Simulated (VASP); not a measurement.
Set up this calculation in VASP 6.6.1, as the native input.

```
Task                   : single point
Functional             : PBE
Potentials or basis    : VASP PAW PBE potentials, release 64 (P, B)
Cutoff                 : 520 eV
k mesh                 : 1 × 1 × 1, shifted
Occupations            : fermi-dirac, width 0.1379 eV
Spin                   : no spin polarisation
Dipole correction      : no
Further INCAR settings : LREAL = Auto; ALGO = Normal; EDIFF = 1e-06; NBANDS = 72; ISYM = 0
```

The structure of B6P7 lies in POSCAR:

```
B6P7
1.0
    7.0133910000      0.4643600000      0.0424130000
    0.4643600000      7.2659330000      0.0942560000
    0.0424130000      0.0942560000      7.1824730000
P B
14 12
Direct
    0.9211236855      0.1396876472      0.1753726025
    0.8729926056      0.4352569361      0.0828426625
    0.6817569811      0.2226026725      0.6832798402
    0.2334637969      0.0330765639      1.0770206077
    0.6810654580      0.4177144030      0.8974556371
    0.4459495983      0.8975816324      0.6065379550
    0.2772272174      0.9453410066      0.3545275980
    0.1429561986      0.6413589612      0.3373219598
    0.8383994290      0.9311447924      0.7412490073
    0.2995028028      0.3312689358      0.0446017831
    0.3020103532      0.2556636381      0.5605437017
    0.2379828045      0.6098717407      0.8387168827
    0.5016530228      0.5202597847      0.3534381242
    0.7926605474      0.7757683604      0.4742851196
    0.6405727960      0.8459885303      0.8877062108
    0.5131772402      0.7565325524      0.2837079766
    0.5194975093      0.6689564422      0.8050887757
    0.5555215245      0.2324163022      0.9679462818
    0.6454320403      0.8526748820      0.1349263084
    0.4292783724      0.3138593463      0.3137764513
    0.0490585439      0.5821780230      0.1073742301
    0.8036667328      0.9292306591      0.2736760052
    0.5445144047      0.1035503237      0.2105709651
    0.4891356209      0.0158202209      0.9921099794
    0.2218568782      0.5139731588      0.5958878412
    0.4189879502      0.6145786750      0.5900768073
```

These files were run (other wordings do the same):

INCAR

```
ALGO = Normal
EDIFF = 1E-6
ENCUT = 520
GGA = PE
ISIF = 2
ISMEAR = -1
ISYM = 0
LASPH = T
LCHARG = F
LREAL = Auto
LWAVE = F
NBANDS = 72
NELM = 60
PREC = Accurate
SIGMA = 0.1379
```

KPOINTS

```
Automatic mesh
0
Gamma
  1 1 1
  0.25 0.25 0.25
```

Potentials or basis: VASP PAW PBE potentials, release 64 (P, B).

Command:

```console
$ cat potpaw_PBE.64/P/POTCAR potpaw_PBE.64/B/POTCAR > POTCAR
$ mpirun -np 1 vasp_std > vasp.out
```

Results of the run:

```json
{
  "Pressure": "6.5 GPa",
  "Largest force": "7.165 eV/Å",
  "Band gap on the k mesh": "0.37 eV"
}
```

Caveat: the k points lie up to 0.90 Å⁻¹ apart.

Wall time 110 s on 1 thread of Intel(R) Xeon(R) Platinum 8259CL CPU @ 2.50GHz (Skylake/Cascade Lake), with other jobs on the host, peak memory 0.41 GiB.
